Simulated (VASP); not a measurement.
# Co (P6_3/mmc) in VASP: a series of runs

The runs below take Co through single point, with LDA.

Everything below comes from runs of VASP 6.6.1. Logs are shortened: lines on timing, memory, paths and dates and some standing lists are left out, and cuts for length are marked.

**1. The cell of the first run**

It takes space group P6_3/mmc (No. 194, hexagonal). The conventional cell has a = 2.207 Å, b = 2.207 Å, c = 3.559 Å, α = 90.00°, β = 90.00°, γ = 120.00°. Co (site symmetry -6m2) has 12 Co at 2.19 to 2.21 Å within 2.9 Å.

**2. Single point, LDA, collinear spin, ferromagnetic start**

File INCAR:

```
  PREC = Accurate
  ENCUT = 520
  EDIFF = 1E-6
  ISMEAR = 0
  SIGMA = 0.15
  LREAL = False
  LASPH = True
  NELM = 150
  ALGO = Normal
  ISIF = 2
  LWAVE = False
  LCHARG = True
  ISPIN = 2
  MAGMOM = 1.65 1.65
  LORBIT = 11
  NUPDOWN = 3.3
  LMAXMIX = 4
  GGA = CA
  LELF = True
  LVHAR = True
  NBANDS = 20
```

File KPOINTS:

```
regular mesh
0
Gamma
  24 24 12
```

File POSCAR:

```
Co
1.0
    2.2066455177      0.0000000000      0.0000000000
   -1.1033227588      1.9110110755      0.0000000000
    0.0000000000      0.0000000000      3.5594665484
Co
2
Direct
    0.6666666667      0.3333333333      0.2500000000
    0.3333333333      0.6666666667      0.7500000000
```

Potentials or basis: VASP PAW LDA potentials, release 64 (Co).

Run with:

```console
$ cat potpaw_LDA.64/Co/POTCAR > POTCAR
$ mpirun -np 1 vasp_std > vasp.out
```

OUTCAR:

```text
PREC = Accurate
   ENCUT = 520
   EDIFF = 1E-6
   ISMEAR = 0
   LREAL = False
   LASPH = True
   NELM = 150
   ISIF = 2
   ISPIN = 2
   LORBIT = 11
   NUPDOWN = 3.3
   GGA = CA

 ion  position               nearest neighbor table
   1  0.667  0.333  0.250-   2 2.19   2 2.19   2 2.19   2 2.19   2 2.19   2 2.19   2 3.11   2 3.11
                             2 3.11   2 3.11   2 3.11   2 3.11
   2  0.333  0.667  0.750-   1 2.19   1 2.19   1 2.19   1 2.19   1 2.19   1 2.19   1 3.11   1 3.11
                             1 3.11   1 3.11   1 3.11   1 3.11

  LATTYP: Found a hexagonal cell.
 ALAT       =     2.2066455177
 C/A-ratio  =     1.6130667658

  Lattice vectors:

 A1 = (   2.2066455177,   0.0000000000,   0.0000000000)
 A2 = (  -1.1033227588,   1.9110110755,   0.0000000000)
 A3 = (   0.0000000000,   0.0000000000,   3.5594665484)

Analysis of symmetry for initial positions (statically):
=====================================================================
 Subroutine PRICEL returns:
 Original cell was already a primitive cell.

 Routine SETGRP: Setting up the symmetry group for a
 hexagonal supercell.

 Subroutine GETGRP returns: Found 24 space group operations
 (whereof 12 operations were pure point group operations)
 out of a pool of 24 trial point group operations.

The static configuration has the point symmetry D_3d.
 The point group associated with its full space group is D_6h.

Analysis of symmetry for dynamics (positions and initial velocities):
=====================================================================
 Subroutine PRICEL returns:
 Original cell was already a primitive cell.

 Routine SETGRP: Setting up the symmetry group for a
 hexagonal supercell.

 Subroutine GETGRP returns: Found 24 space group operations
 (whereof 12 operations were pure point group operations)
 out of a pool of 24 trial point group operations.

The dynamic configuration has the point symmetry D_3d.
 The point group associated with its full space group is D_6h.

Analysis of structural, dynamic, and magnetic symmetry:
=====================================================================
 Subroutine PRICEL returns:
 Original cell was already a primitive cell.

 Routine SETGRP: Setting up the symmetry group for a
 hexagonal supercell.

 Subroutine GETGRP returns: Found 24 space group operations
 (whereof 12 operations were pure point group operations)
 out of a pool of 24 trial point group operations.

The overall configuration has the point symmetry D_3d.
 The point group associated with its full space group is D_6h.

 Subroutine INISYM returns: Found 24 space group operations
 (whereof 12 operations are pure point group operations),
 and found     1 'primitive' translations

----------------------------------------------------------------------------------------

                                     Primitive cell

  volume of cell :      15.0100

  direct lattice vectors                    reciprocal lattice vectors
     2.206645518  0.000000000  0.000000000     0.453176549  0.261641602  0.000000000
    -1.103322759  1.911011076  0.000000000     0.000000000  0.523283205  0.000000000
     0.000000000  0.000000000  3.559466548     0.000000000  0.000000000  0.280940974

  length of vectors
     2.206645518  2.206645518  3.559466548     0.523283205  0.523283205  0.280940974

  position of ions in fractional coordinates (direct lattice)
     0.666666667  0.333333333  0.250000000
     0.333333333  0.666666667  0.750000000

  ion indices of the primitive-cell ions
   primitive index   ion index
                 1           1
                 2           2

----------------------------------------------------------------------------------------

 KPOINTS: regular mesh

Automatic generation of k-mesh.
 Grid dimensions read from file:
 generate k-points for:   24   24   12

 Generating k-lattice:

  Cartesian coordinates                     Fractional coordinates (reciprocal lattice)
     0.018882356  0.010901733  0.000000000     0.041666667 -0.000000000  0.000000000
     0.000000000  0.021803467  0.000000000     0.000000000  0.041666667  0.000000000
     0.000000000  0.000000000  0.023411748     0.000000000  0.000000000  0.083333333

  Length of vectors
     0.021803467  0.021803467  0.023411748

  Shift w.r.t. Gamma in fractional coordinates (k-lattice)
     0.000000000  0.000000000  0.000000000

 Subroutine IBZKPT returns following result:
 ===========================================

 Found    427 irreducible k-points:

 Following reciprocal coordinates:
            Coordinates               Weight
  0.000000  0.000000  0.000000      1.000000
  0.041667  0.000000  0.000000      6.000000
  0.083333  0.000000  0.000000      6.000000
  0.125000  0.000000  0.000000      6.000000
  0.166667  0.000000  0.000000      6.000000
  0.208333  0.000000  0.000000      6.000000
[... 16 lines left out ...]
  0.416667  0.041667  0.000000     12.000000
  0.458333  0.041667  0.000000     12.000000
 [... further k-points ...]
   k-points           NKPTS =    427   k-points in BZ     NKDIM =    427   number of bands    NBANDS=     20
   number of dos      NEDOS =    301   number of ions     NIONS =      2
   total plane-waves  NPLWV =   7168
   dimension x,y,z NGX =    16 NGY =   16 NGZ =   28
   dimension x,y,z NGXF=    32 NGYF=   32 NGZF=   56
   ions per type =               2
   NGX,Y,Z   is equivalent  to a cutoff of  12.05, 12.05, 13.08 a.u.
   NGXF,Y,Z  is equivalent  to a cutoff of  24.11, 24.11, 26.15 a.u.
 SYSTEM =  unknown system
   PREC   = accura    normal or accurate (medium, high low for compatibility)
   ISTART =      0    job   : 0-new  1-cont  2-samecut
   ICHARG =      2    charge: 1-file 2-atom 10-const
   ISPIN  =      2    spin polarized calculation?
   LNONCOLLINEAR =      F non collinear calculations
   LSORBIT =      F    spin-orbit coupling
   LASPH  =      T    aspherical Exc in radial PAW
   ENCUT  =  520.0 eV  38.22 Ry    6.18 a.u.   4.10  4.10  6.62*2*pi/ulx,y,z
   NELM   =    150;   NELMIN=  2; NELMDL= -5     # of ELM steps
   EDIFF  = 0.1E-05   stopping-criterion for ELM
   LREAL  =      F    real-space projection
   EDIFFG = 0.1E-04   stopping-criterion for IOM
   NSW    =      0    number of steps for IOM
   IBRION =     -1    ionic relax: 0-MD 1-quasi-New 2-CG
   NFREE  =      0    steps in history (QN), initial steepest desc. (CG)
   ISIF   =      2    stress and relaxation
   ISYM   =      2    0-nonsym 1-usesym 2-fastsym
   POTIM  = 0.5000    time-step for ionic-motion
   TEBEG  =    0.0;   TEEND  =   0.0 temperature during run
   PSTRESS=    0.0 pullay stress
   NELECT =      18.0000    total number of electrons
   NUPDOWN=       3.3000    fix difference up-down
   EMIN   =  10.00;   EMAX   =-10.00  energy-range for DOS
   EFERMI =   0.00;   METHOD = LEGACY
   ISMEAR =     0;   SIGMA  =   0.15  broadening in eV -4-tet -1-fermi 0-gaus
   EFERMI_NEDOS =   21; number of points for ismear=-14 and -15
   IALGO  =     38    algorithm
   IMIX   =      4    mixing-type and parameters
     AMIX     =   0.40;   BMIX     =  1.00
     AMIX_MAG =   1.60;   BMIX_MAG =  1.00
  volume/ion in A,a.u.               =       7.51        50.65
  Fermi-wavevector in a.u.,A,eV,Ry     =   1.739290  3.286782 41.159408  3.025131
  Thomas-Fermi vector in A             =   2.812159
   LORBIT       =     11    0 simple, 1 ext, 2 COOP (PROOUT), +10 PAW based schemes
   GGA     = CA    functional components
   LHFCALC =     F    Hartree Fock is set to
   AEXX    =    0.0000 exact exchange contribution
   IVDW    =     0    specifies the selected vdW correction
   LEPSILON=     F    determine dielectric tensor
   LRPA    =     F    only Hartree local field effects (RPA)
 spin polarized calculation
 Gauss-broadening in eV      SIGMA  =   0.15
  energy-cutoff  :      520.00
  volume of cell :       15.01
 maximum number of plane-waves:       424
   NGX =  9   NGY =  9   NGZ = 13

 number of electron      18.0000003 magnetization       3.3000001

 Free energy of the ion-electron system (eV)
  ---------------------------------------------------
  ext. energy  EPLUGINS =         0.00000000
  ---------------------------------------------------
  free energy    TOTEN  =       -14.21544200 eV

  energy without entropy =      -14.20288009  energy(sigma->0) =      -14.20916104

 E-fermi :  16.0858     XC(G=0): -16.0297

 val. band max:       17.5583939511   @ k =   0.3333   0.0833   0.4167
 cond. band min:      16.0890725219   @ k =   0.0417   0.0000   0.1667
 fundamental gap:     -1.4693214292
 Fermi energy:        17.5748610826

 spin component 1

 k-point     1 :       0.0000    0.0000    0.0000
  band No.  band energies     occupation
      1       5.1148      1.00000
      2       8.9609      1.00000
      3      12.9751      1.00000
      4      12.9751      1.00000
      5      12.9781      1.00000
      6      13.5662      1.00000
[... 12 lines left out ...]
     19      49.2985      0.00000
     20      49.2985      0.00000
[... 507 lines left out ...]
 k-point    24 :       0.4583    0.0417    0.0000
  band No.  band energies     occupation
      1       9.2409      1.00000
      2       9.6973      1.00000
      3       9.7736      1.00000
      4      12.6790      1.00000
      5      13.0116      1.00000
      6      13.1453      1.00000
[... 12 lines left out ...]
     19      46.5175      0.00000
     20      47.7903      0.00000

 [... further k-points ...]

 spin component 2

 k-point     1 :       0.0000    0.0000    0.0000
  band No.  band energies     occupation
      1       5.4789      1.00000
      2       9.9547      1.00000
      3      14.4646      1.00000
      4      14.4646      1.00000
      5      14.4752      1.00000
      6      15.1125      1.00000
[... 12 lines left out ...]
     19      49.9422      0.00000
     20      49.9422      0.00000
[... 507 lines left out ...]
 k-point    24 :       0.4583    0.0417    0.0000
  band No.  band energies     occupation
      1      10.3700      1.00000
      2      10.7535      1.00000
      3      10.8276      1.00000
      4      13.8614      1.00000
      5      14.1602      1.00000
      6      14.5238      1.00000
[... 12 lines left out ...]
     19      47.3374      0.00000
     20      48.3541      0.00000

 [... further k-points ...]
[... 5 lines left out ...]
  --------------------------------------------------------------------------------------
  -------------------------------------------------------------------------------------
  Total       15.3160629     15.3160629     15.7662378      0.0000000      0.0000000      0.0000000
  in kB     1634.8466834   1634.8466835   1682.8986568      0.0000000      0.0000000      0.0000000
  external PRESSURE =    1650.8640079 kB  Pullay stress =       0.0000000 kB

 VOLUME and BASIS-vectors are now :
 -----------------------------------------------------------------------------
  energy-cutoff  :      520.00
  volume of cell :       15.01
      direct lattice vectors                 reciprocal lattice vectors
     2.206645518  0.000000000  0.000000000     0.453176549  0.261641602  0.000000000
    -1.103322759  1.911011076  0.000000000     0.000000000  0.523283205  0.000000000
     0.000000000  0.000000000  3.559466548     0.000000000  0.000000000  0.280940974

 POSITION                                       TOTAL-FORCE (eV/Angst)
 -----------------------------------------------------------------------------------
      1.10332      0.63700      0.88987         0.000000      0.000000      0.000000
     -0.00000      1.27401      2.66960        -0.000000     -0.000000      0.000000
 -----------------------------------------------------------------------------------
    total drift:                                0.000000     -0.000000     -0.000000

  FREE ENERGIE OF THE ION-ELECTRON SYSTEM (eV)
  ---------------------------------------------------
  free  energy   TOTEN  =       -14.2154419959 eV

  energy  without entropy=      -14.2028800862  energy(sigma->0) =      -14.20916104

 total charge

# of ion       s       p       d       tot
------------------------------------------
    1        0.696   0.946   7.661   9.303
    2        0.696   0.946   7.661   9.303
--------------------------------------------------
tot          1.393   1.892  15.321  18.606

 magnetization (x)

# of ion       s       p       d       tot
------------------------------------------
    1       -0.003  -0.003   1.612   1.606
    2       -0.003  -0.003   1.612   1.606
--------------------------------------------------
tot         -0.006  -0.007   3.225   3.212
```

It took 91 s on 1 thread of AMD EPYC 9R45 (Zen 5), shared host; peak memory 0.24 GiB.

What came out:

```
Free energy  : -14.2154 eV
Pressure     : 165.1 GPa
Net moment   : 3.30 μB per cell
Site moments : Co +1.61 μB
```

Stress tensor (GPa, compression positive):
```
163.48   0.00   0.00
  0.00 163.48   0.00
  0.00   0.00 168.29
```

Caveat: the total moment is fixed, so each spin has its own Fermi level.

[end of part 1 of 2]
